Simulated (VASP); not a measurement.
# Ti5Al16 (a cell with a defect) in VASP: single point with PBE

Aim: the single point of Ti5Al16 (a cell with a defect) with PBE.

Program: VASP 6.6.1. These are calculated values, not measurements. Logs are shortened: lines on timing, memory, paths and dates and some standing lists are left out, and cuts for length are marked.

## (1) The cell of the first run

The cell holds a defect, 21 atoms: a = 7.454 Å, b = 7.454 Å, c = 7.454 Å, α = 109.32°, β = 109.55°, γ = 109.55°.

## (2) Single point, PBE

INCAR

```
SYSTEM = Ti5Al16
PREC = Accurate
ENCUT = 520
EDIFF = 1E-6
ISMEAR = 0
SIGMA = 0.1
LREAL = Auto
LASPH = .True.
NELM = 80
ALGO = Normal
ISIF = 2
LWAVE = .False.
LCHARG = .False.
GGA = PE
NBANDS = 70
```

KPOINTS

```
Automatic mesh
0
Gamma
  4 4 4
  0.5 0.5 0.5
```

POSCAR

```
Ti5Al16
1.0
   -5.7680202884     -1.9226734295      4.3114047960
   -1.9226734295      5.7680202884     -4.3114047960
    1.9226734295     -5.7680202884     -4.3114047960
Ti Al
5 16
Direct
    0.3768391391      0.5680701719      0.7771097279
    0.0233943005      0.0002621958     -0.0086619407
    0.1998008575      0.7998286199      0.3998004153
    0.8088957158      0.2082475513      0.6320813067
    0.5911375185      0.4230548526      0.1993965894
    0.8115799470      0.6596646521      0.0753634480
    0.3842219842      0.1240438772      0.3357372380
    0.5881291553      0.8634274636      0.6475732818
    0.2001143273      0.3000865187      0.9001148346
    1.0163334397      0.5527502207      0.5411532955
    0.7010305959      0.1804232461      0.2803142089
    0.2902902237      0.4492395223      0.3395557368
    0.4900128049      0.2407929253      0.7503291705
    0.1097859349      0.6493006346      0.9593025782
    0.9100319239      0.8605340923      0.5508047379
    0.5106308149      0.7655061593      0.2402635026
    0.0754000122      0.1451251592      0.4347431419
    0.3251731628      0.9598169897      0.8703542669
    0.8896874913      0.3300673085      0.0549220384
    0.6998856277      0.5497545126      0.6498445732
    0.6998795944      0.9205843065      1.0202750273
```

Potentials or basis: VASP PAW PBE potentials, release 64 (Ti_sv, Al).

On the command line:

```
> cat potpaw_PBE.64/Ti_sv/POTCAR potpaw_PBE.64/Al/POTCAR > POTCAR
> mpirun -np 1 vasp_std > vasp.out
```

OUTCAR:

```text
SYSTEM = Ti5Al16
   PREC = Accurate
   ENCUT = 520
   EDIFF = 1E-6
   ISMEAR = 0
   LREAL = Auto
   LASPH = .True.
   NELM = 80
   ISIF = 2
   GGA = PE

 ion  position               nearest neighbor table
   1  0.377  0.568  0.777-  21 2.38   9 2.61  10 2.61  17 2.76  13 2.81  12 2.85  14 2.87   8 2.89
                            20 2.89  16 2.90   6 2.93  18 2.96
   2  0.023  0.000  0.991-  21 2.38   9 2.61   7 2.61  18 2.76  15 2.81  14 2.85  12 2.87   6 2.89
                            20 2.90  19 2.91   8 2.94  17 2.96
   3  0.200  0.800  0.400-  10 2.63   6 2.63   7 2.63   8 2.63  14 2.84  15 2.84  13 2.84  12 2.84
                            19 2.98  17 2.98  16 2.98  18 2.98
   4  0.809  0.208  0.632-  11 2.38   8 2.61   9 2.61  19 2.76  14 2.81  13 2.85  15 2.87   7 2.89
                            20 2.90  17 2.91  10 2.94  16 2.95
   5  0.591  0.423  0.199-  11 2.38   9 2.61   6 2.61  16 2.76  12 2.81  15 2.85  13 2.87  10 2.90
                            20 2.90  18 2.90   7 2.94  19 2.96
   6  0.812  0.660  0.075-  21 2.45   5 2.61   3 2.63  14 2.66  19 2.68  13 2.73  20 2.74   2 2.89
                             1 2.93  15 3.06  17 3.07  16 3.09
   7  0.384  0.124  0.336-  11 2.45   2 2.61   3 2.63  13 2.66  17 2.68  12 2.73  20 2.74   4 2.89
                             5 2.94  14 3.05  16 3.07  18 3.09
   8  0.588  0.863  0.648-  21 2.45   4 2.61   3 2.63  12 2.65  16 2.68  15 2.73  20 2.73   1 2.89
                             2 2.94  13 3.06  18 3.07  19 3.10
   9  0.200  0.300  0.900-   5 2.61   4 2.61   1 2.61   2 2.61  12 2.83  14 2.83  15 2.83  13 2.84
[... 7 lines left out ...]
  13  0.490  0.241  0.750-  18 2.64   7 2.66   6 2.73  19 2.76  20 2.80   1 2.81   9 2.84   3 2.84
                             4 2.85  17 2.85   5 2.87   8 3.06
  14  0.110  0.649  0.959-  16 2.64   6 2.66  10 2.73  18 2.76  20 2.80   4 2.81   9 2.83   3 2.84
                             2 2.85  19 2.86   1 2.87   7 3.05
  15  0.910  0.861  0.551-  17 2.64  10 2.65   8 2.73  16 2.76  20 2.80   2 2.81   9 2.83   3 2.84
                             5 2.85  18 2.86   4 2.87   6 3.06
  16  0.511  0.766  0.240-  14 2.64   8 2.68   5 2.76  15 2.76  21 2.78  11 2.80  12 2.86   1 2.90
                             9 2.95   4 2.95   3 2.98   7 3.07   6 3.09
  17  0.075  0.145  0.435-  15 2.64   7 2.68   1 2.76  12 2.76  11 2.78  21 2.80  13 2.85   4 2.91
                             9 2.95   2 2.96   3 2.98   6 3.07  10 3.10
  18  0.325  0.960  0.870-  13 2.64  10 2.67   2 2.76  14 2.76  11 2.78  21 2.79  15 2.86   5 2.90
                             9 2.95   1 2.96   3 2.98   8 3.07   7 3.09
  19  0.890  0.330  0.055-  12 2.64   6 2.68   4 2.76  13 2.76  21 2.78  11 2.80  14 2.86   2 2.91
                             9 2.95   5 2.96   3 2.98  10 3.08   8 3.10
  20  0.700  0.550  0.650-  10 2.73   8 2.73   6 2.74   7 2.74  13 2.80  12 2.80  14 2.80  15 2.80
                             1 2.89   2 2.90   4 2.90   5 2.90  11 3.19  21 3.20
  21  0.700  0.921  0.020-  11 2.24   1 2.38   2 2.38   8 2.45   6 2.45  16 2.78  19 2.78  18 2.79
                            17 2.80  20 3.20

  LATTYP: Found a body centered tetragonal cell.
 ALAT       =     8.5984569737
 C/A-ratio  =     1.0028322080

  Lattice vectors:

 A1 = (   1.9226734295,  -5.7680202884,   4.3114047960)
 A2 = (  -1.9226734295,   5.7680202884,   4.3114047960)
 A3 = (  -5.7680202884,  -1.9226734295,  -4.3114047960)

Analysis of symmetry for initial positions (statically):
=====================================================================
 Subroutine PRICEL returns:
 Original cell was already a primitive cell.

 Routine SETGRP: Setting up the symmetry group for a
 body centered tetragonal supercell.

 Subroutine GETGRP returns: Found  1 space group operations
 (whereof  1 operations were pure point group operations)
 out of a pool of 16 trial point group operations.

The static configuration has the point symmetry C_1 .

Analysis of symmetry for dynamics (positions and initial velocities):
=====================================================================
 Subroutine PRICEL returns:
 Original cell was already a primitive cell.

 Routine SETGRP: Setting up the symmetry group for a
 body centered tetragonal supercell.

 Subroutine GETGRP returns: Found  1 space group operations
 (whereof  1 operations were pure point group operations)
 out of a pool of 16 trial point group operations.

The dynamic configuration has the point symmetry C_1 .

 Subroutine INISYM returns: Found  1 space group operations
 (whereof  1 operations are pure point group operations),
 and found     1 'primitive' translations

----------------------------------------------------------------------------------------

                                     Primitive cell

  volume of cell :     318.7571
[... 68 lines left out ...]
    -0.026005456  0.013002728 -0.028992870    -0.000000000  0.250000000  0.000000000
    -0.013002728 -0.026005456 -0.028992870    -0.000000000  0.000000000  0.250000000

  Length of vectors
     0.041118237  0.041060215  0.041060215

  Shift w.r.t. Gamma in fractional coordinates (k-lattice)
     0.500000000  0.500000000  0.500000000

 Subroutine IBZKPT returns following result:
 ===========================================

 Found     32 irreducible k-points:

 Following reciprocal coordinates:
            Coordinates               Weight
  0.125000  0.125000  0.125000      2.000000
 -0.125000 -0.125000  0.375000      2.000000
 -0.375000  0.125000  0.125000      2.000000
 -0.125000  0.375000 -0.125000      2.000000
  0.375000  0.125000  0.125000      2.000000
 -0.125000 -0.375000 -0.375000      2.000000
[... 16 lines left out ...]
  0.375000  0.375000  0.375000      2.000000
  0.125000 -0.125000  0.125000      2.000000
 [... further k-points ...]
   k-points           NKPTS =     32   k-points in BZ     NKDIM =     32   number of bands    NBANDS=     70
   number of dos      NEDOS =    301   number of ions     NIONS =     21
   total plane-waves  NPLWV = 175616
   dimension x,y,z NGX =    56 NGY =   56 NGZ =   56
   dimension x,y,z NGXF=   112 NGYF=  112 NGZF=  112
   ions per type =               5  16
   NGX,Y,Z   is equivalent  to a cutoff of  12.49, 12.49, 12.49 a.u.
   NGXF,Y,Z  is equivalent  to a cutoff of  24.98, 24.98, 24.98 a.u.
 SYSTEM =  Ti5Al16
   PREC   = accura    normal or accurate (medium, high low for compatibility)
   ISTART =      0    job   : 0-new  1-cont  2-samecut
   ICHARG =      2    charge: 1-file 2-atom 10-const
   ISPIN  =      1    spin polarized calculation?
   LNONCOLLINEAR =      F non collinear calculations
   LSORBIT =      F    spin-orbit coupling
   LASPH  =      T    aspherical Exc in radial PAW
   ENCUT  =  520.0 eV  38.22 Ry    6.18 a.u.  13.86 13.86 13.86*2*pi/ulx,y,z
   NELM   =     80;   NELMIN=  2; NELMDL= -5     # of ELM steps
   EDIFF  = 0.1E-05   stopping-criterion for ELM
   LREAL  =      T    real-space projection
   EDIFFG = 0.1E-04   stopping-criterion for IOM
   NSW    =      0    number of steps for IOM
   IBRION =     -1    ionic relax: 0-MD 1-quasi-New 2-CG
   NFREE  =      0    steps in history (QN), initial steepest desc. (CG)
   ISIF   =      2    stress and relaxation
   ISYM   =      2    0-nonsym 1-usesym 2-fastsym
   POTIM  = 0.5000    time-step for ionic-motion
   TEBEG  =    0.0;   TEEND  =   0.0 temperature during run
   PSTRESS=    0.0 pullay stress
   NELECT =     108.0000    total number of electrons
   NUPDOWN=      -1.0000    fix difference up-down
   EMIN   =  10.00;   EMAX   =-10.00  energy-range for DOS
   EFERMI =   0.00;   METHOD = LEGACY
   ISMEAR =     0;   SIGMA  =   0.10  broadening in eV -4-tet -1-fermi 0-gaus
   EFERMI_NEDOS =   21; number of points for ismear=-14 and -15
   IALGO  =     38    algorithm
   IMIX   =      4    mixing-type and parameters
     AMIX     =   0.40;   BMIX     =  1.00
     AMIX_MAG =   1.60;   BMIX_MAG =  1.00
  volume/ion in A,a.u.               =      15.18       102.43
  Fermi-wavevector in a.u.,A,eV,Ry     =   1.141290  2.156726 17.722182  1.302544
  Thomas-Fermi vector in A             =   2.277991
   LORBIT       =      0    0 simple, 1 ext, 2 COOP (PROOUT), +10 PAW based schemes
   GGA     = PE    functional components
   LHFCALC =     F    Hartree Fock is set to
   AEXX    =    0.0000 exact exchange contribution
   IVDW    =     0    specifies the selected vdW correction
   LEPSILON=     F    determine dielectric tensor
   LRPA    =     F    only Hartree local field effects (RPA)
 non-spin polarized calculation
 Gauss-broadening in eV      SIGMA  =   0.10
  energy-cutoff  :      520.00
  volume of cell :      318.76
 maximum number of plane-waves:      8619
   NGX = 27   NGY = 27   NGZ = 27

 number of electron     107.9999999 magnetization

 Free energy of the ion-electron system (eV)
  ---------------------------------------------------
  ext. energy  EPLUGINS =         0.00000000
  ---------------------------------------------------
  free energy    TOTEN  =      -102.01037075 eV

  energy without entropy =     -101.97776248  energy(sigma->0) =     -101.99406661

 E-fermi :   8.9128     XC(G=0): -10.8761

 val. band max:        8.8902118625   @ k =   0.3750   0.1250  -0.3750
 cond. band min:       9.0317546704   @ k =   0.3750   0.1250  -0.3750
 fundamental gap:      0.1415428079
 Fermi energy:         8.9127996963

 k-point     1 :       0.1250    0.1250    0.1250
  band No.  band energies     occupation
      1     -47.6471      2.00000
      2     -47.5654      2.00000
      3     -47.5641      2.00000
      4     -47.5637      2.00000
      5     -47.5621      2.00000
      6     -23.9949      2.00000
[... 1645 lines left out ...]
     65      10.5606      0.00000
     66      10.6002      0.00000

 [... further k-points ...]

 [bands above 66 left out]

------------------------ aborting loop because EDIFF is reached ----------------------------------------

  FORCE on cell =-STRESS in cart. coord.  units (eV):
  Direction    XX          YY          ZZ          XY          YZ          ZX
  --------------------------------------------------------------------------------------
  -------------------------------------------------------------------------------------
  Total       17.6346592     17.6296256     22.0189931     -0.0093102      0.0222121      0.0347074
  in kB       88.6375634     88.6122625    110.6746587     -0.0467962      0.1116453      0.1744509
  external PRESSURE =      95.9748282 kB  Pullay stress =       0.0000000 kB

 VOLUME and BASIS-vectors are now :
 -----------------------------------------------------------------------------
  energy-cutoff  :      520.00
  volume of cell :      318.76
      direct lattice vectors                 reciprocal lattice vectors
    -5.768020288 -1.922673430  4.311404796    -0.156032738 -0.052010913  0.000000000
    -1.922673430  5.768020288 -4.311404796    -0.104021826  0.052010913 -0.115971481
     1.922673430 -5.768020288 -4.311404796    -0.052010913 -0.104021826 -0.115971481

 POSITION                                       TOTAL-FORCE (eV/Angst)
 -----------------------------------------------------------------------------------
     -1.77170     -1.93028     -4.17491         0.015866      0.008108      0.001268
      1.77058     -5.76153     -4.17433        -0.002113      0.001651      0.003496
     -1.92158      1.92322     -4.31066        -0.008286     -0.004771      0.001839
     -3.85083     -3.99992     -0.13552        -0.004326     -0.001230     -0.007251
     -3.83971      0.15350     -0.13501        -0.001360      0.004670     -0.012042
     -5.80463      1.80986      0.33005        -0.003676     -0.002590      0.006624
[... 13 lines left out ...]
     -3.84451     -1.92297     -2.15447        -0.000268      0.001226      0.002061
     -5.76792      3.84736     -1.03896        -0.006090      0.002372     -0.010800
 -----------------------------------------------------------------------------------
    total drift:                                0.018721      0.020118      0.014353

  FREE ENERGIE OF THE ION-ELECTRON SYSTEM (eV)
  ---------------------------------------------------
  free  energy   TOTEN  =      -102.0103707460 eV

  energy  without entropy=     -101.9777624836  energy(sigma->0) =     -101.99406661
```

Wall time 14 min (1 thread of Intel Xeon 6975P-C (Granite Rapids), shared host); peak memory 0.67 GiB.

What came out:

```yaml
Free_energy: -102.0104 eV
Pressure: 9.6 GPa
Largest_force: 0.018 eV/Å
Band_gap_on_the_k_mesh: zero (bands 54 and 55 overlap by 0.02 eV)
```

Forces in eV/Å, atoms in the order of the input:
```
Ti   0.016  0.008  0.001
Ti  -0.002  0.002  0.003
Ti  -0.008 -0.005  0.002
Ti  -0.004 -0.001 -0.007
Ti  -0.001  0.005 -0.012
Al  -0.004 -0.003  0.007
Al   0.006 -0.002 -0.006
Al   0.001  0.002  0.011
Al   0.005  0.002  0.000
Al  -0.008  0.004 -0.005
Al   0.003  0.002  0.007
Al  -0.005 -0.002  0.000
Al  -0.004 -0.002  0.005
Al   0.011  0.000  0.005
Al   0.008 -0.007  0.001
Al  -0.002 -0.014  0.000
Al  -0.001  0.002  0.002
Al  -0.004 -0.003 -0.006
Al  -0.001  0.008  0.000
Al   0.000  0.001  0.002
Al  -0.006  0.002 -0.011
```

Stress tensor (GPa, compression positive):
```
 8.86  0.00  0.02
 0.00  8.86  0.01
 0.02  0.01 11.07
```

Levels at points of the mesh, in eV from the Fermi level:
| k point | band 51 | band 52 | band 53 | band 54 | band 55 | band 56 | band 57 | band 58 |
| --- | --- | --- | --- | --- | --- | --- | --- | --- |
| (0.12, 0.12, 0.12) | -0.71 | -0.55 | -0.28 | -0.13 | 0.15 | 0.40 | 0.56 | 0.68 |
